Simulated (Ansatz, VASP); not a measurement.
## Two plane-wave programs on ZrN

Contents of INCAR:

```
PREC = Accurate
ENCUT = 600
EDIFF = 1E-6
ISMEAR = 0
SIGMA = 0.1
LREAL = False
LASPH = True
NELM = 100
ALGO = Normal
ISIF = 3
LWAVE = False
LCHARG = False
GGA = PE
IBRION = 2
NSW = 100
EDIFFG = -0.005
```

The input KPOINTS:

```
regular mesh
0
Gamma
  16 16 16
```

File POSCAR:

```
ZrN
1.0
    0.0000000000      2.3000000000      2.3000000000
    2.3000000000      0.0000000000      2.3000000000
    2.3000000000      2.3000000000      0.0000000000
Zr N
1 1
Direct
    0.5000000000      0.5000000000      0.5000000000
    0.0000000000      0.0000000000      0.0000000000
```

Input for Ansatz:

```yaml
crystal:
  lattice:
    - [0.0, 2.3, 2.3]
    - [2.3, 0.0, 2.3]
    - [2.3, 2.3, 0.0]
  atoms:
    - { symbol: Zr, position: [0.5, 0.5, 0.5] }
    - { symbol: "N", position: [0.0, 0.0, 0.0] }
basis:
  ecutwfc: 420
kpoints:
  mp_grid: { grid: [16, 16, 16] }
hamiltonian:
  xc: pbe
scf:
  occupations: { method: gaussian, width: 0.1 }
output:
  forces: true
  stress: true
  eigenvalues: true
  write_density: true
  write_potential: true
  elf: true
  volumetric_format: npy
relax:
  adjacent_minimum: "off"
  f_tol: 0.005
  max_steps: 80
  cell: { stress_tol: 0.05 }
```

Alike in both runs: task relaxation of cell and atoms; functional PBE; k mesh 16 × 16 × 16; occupations gaussian, width 0.1 eV; no spin polarisation.

|  | VASP | Ansatz |
| --- | --- | --- |
| version | VASP 6.6.1 | Ansatz 0.2.0 |
| potentials or method | VASP PAW PBE potentials, release 64 (Zr_sv, N), cutoff 600 eV | scalar-relativistic, plane waves, PAW |
| valence electrons in the cell | 17 | 17 |

VASP gave:

* gap on the k mesh at the Fermi level, each at its own relaxed structure (eV): none
* relaxed volume (Å³/atom): 12.13
* relaxed cell length with the largest relative difference (Å): 3.250

**Question.** Which values does Ansatz return?

**Answer.** gap on the k mesh at the Fermi level, each at its own relaxed structure (eV): none; relaxed volume (Å³/atom): 12.13; relaxed cell length with the largest relative difference (Å): 3.249.

A gap of «none» marks a metal or a gap that the smearing closes.
